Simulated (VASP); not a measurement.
Wanted: the native input for a VASP 6.6.1 run.

| Item | Value |
| --- | --- |
| Task | single point |
| Functional | PBE |
| Dispersion | D3(BJ) |
| Potentials or basis | VASP PAW PBE potentials, release 64 (C) |
| Cutoff | 600 eV |
| k mesh | 15 × 15 × 2 |
| Occupations | gaussian, width 0.03 eV |
| Spin | no spin polarisation |
| Dipole correction | no |
| Further INCAR settings | ALGO = Normal; EDIFF = 1e-06; NBANDS = 36; ISYM = 0 |

The structure of C lies in POSCAR:

```
C
1.0
   -2.4647935466      0.0000000000      0.0000000000
   -1.2323967733     -2.1345738265      0.0000000000
   -0.6161983867     -1.0672869132     20.8066193286
C
12
Direct
    0.6666666667      0.5427642364      0.2478048605
    1.0000000000      0.5427642364      0.9144715272
    0.3333333333      0.0427642364      0.5811381939
    0.6666666667      0.6238857636      0.0855618061
    1.0000000000      0.6238857636      0.7522284728
    0.3333333333      0.1238857636      0.4188951395
    0.6666666667      0.4572288936      0.4188755462
    1.0000000000     -0.0427711064      0.0855422129
    0.3333333333     -0.0427711065      0.7522088796
    0.6666666667      0.2094211065      0.9144911204
    1.0000000000     -0.2905788935      0.5811577871
    0.3333333333      0.2094211064      0.2478244538
```

This cell differs from its parent crystal: the part above a cut slid along it.

The input as run:

INCAR

```
PREC = Accurate
ENCUT = 600
EDIFF = 1E-6
ISMEAR = 0
SIGMA = 0.03
LREAL = False
LASPH = True
NELM = 120
ALGO = Normal
ISIF = 2
LWAVE = False
LCHARG = False
GGA = PE
IVDW = 12
ISYM = 0
NBANDS = 36
GGA_COMPAT = False
```

KPOINTS

```
regular mesh
0
Gamma
  15 15 2
```

Potentials or basis: VASP PAW PBE potentials, release 64 (C).

Run with:

```console
$ cat potpaw_PBE.64/C/POTCAR > POTCAR
$ mpirun -np 1 vasp_std > vasp.out
```

Results of the run:

* Pressure: 0.0 GPa
* Largest force: 0.023 eV/Å
* Dispersion energy per atom: -0.150 eV

Caveat: the cell differs from its parent crystal (the part above a cut slid along it).

It took 9 min on 1 thread of AMD EPYC 9R45 96-Core Processor (Zen 5), with other jobs on the host, peak memory 0.72 GiB.
